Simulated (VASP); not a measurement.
A run of VASP 6.6.1:

Contents of INCAR:

```
PREC = Accurate
ENCUT = 600
EDIFF = 1E-7
ISMEAR = 0
SIGMA = 0.1
LREAL = False
LASPH = True
NELM = 80
ALGO = Normal
ISIF = 3
LWAVE = False
LCHARG = False
GGA = CA
IBRION = 2
NSW = 100
EDIFFG = -0.05
```

The input KPOINTS:

```
Automatic mesh
0
Gamma
  9 9 6
```

The input POSCAR:

```
BN
1.0
    2.5500000000      0.0000000000      0.0000000000
   -1.2750000000      2.2083647797      0.0000000000
    0.0000000000      0.0000000000      4.2100000000
B N
2 2
Direct
    0.3333333333      0.6666666667      0.0000000000
    0.6666666667      0.3333333333      0.5000000000
    0.3333333333      0.6666666667      0.3740000000
    0.6666666667      0.3333333333      0.8740000000
```

Potentials or basis: VASP PAW LDA potentials, release 64 (B, N).

Command:

```console
$ cat potpaw_LDA.64/B/POTCAR potpaw_LDA.64/N/POTCAR > POTCAR
$ mpirun -np 1 vasp_std > vasp.out
```

Hardware: 1 thread of Intel(R) Xeon(R) 6975P-C (Granite Rapids), with other jobs on the host.

Question: How long does it take, and how much memory?

Answer: Run time: 12 s on 1 thread of Intel(R) Xeon(R) 6975P-C (Granite Rapids), on a shared host, peak memory 0.13 GiB. Counts: scf iterations 28, k points 48, ion steps 3.
